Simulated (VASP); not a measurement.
LiY3, 4 atoms in the cell. The structure is tetragonal, space group I4/mmm (No. 139). The conventional cell has a = 4.688 Å, b = 4.688 Å, c = 11.066 Å, α = 90.00°, β = 90.00°, γ = 90.00°. Within 4.4 Å of Y (site symmetry 4/mmm) lie 4 Li at 3.32 Å and 8 Y at 3.63 Å. Within 4.4 Å of Y (site symmetry -4m2) lie 8 Y at 3.32 to 3.63 Å and 4 Li at 3.63 Å. Li (site symmetry 4/mmm) has 12 Y at 3.32 to 3.63 Å within 4.4 Å. 

| Quantity | Value |
| --- | --- |
| Program | VASP 6.6.1 |
| Task | single point |
| Functional | r2SCAN |
| Potentials or basis | VASP PAW PBE potentials, release 64 (Y_sv, Li_sv) |
| Cutoff | 520 eV |
| k mesh | 8 × 8 × 8 |
| Occupations | fermi-dirac, width 0.05 eV |
| Spin | no spin polarisation |
| Dipole correction | no |
| Further INCAR settings | ALGO = Normal; EDIFF = 1e-06; NBANDS = 26 |

Potentials or basis: VASP PAW PBE potentials, release 64 (Y_sv, Li_sv).

Command:

```bash
$ cat potpaw_PBE.64/Y_sv/POTCAR potpaw_PBE.64/Li_sv/POTCAR > POTCAR
$ cp INCAR.step1 INCAR
$ mpirun -np 1 vasp_std > vasp.out
$ cp INCAR.step2 INCAR
$ mpirun -np 1 vasp_std > vasp.out
```

Hardware: 1 thread of Intel(R) Xeon(R) 6975P-C (Granite Rapids) (shared host).

Problem. Estimate the wall time of this run.

Solution. It took 9.1 min on 1 thread of Intel(R) Xeon(R) 6975P-C (Granite Rapids) (shared host), peak memory 0.48 GiB. Counts: k points 59.
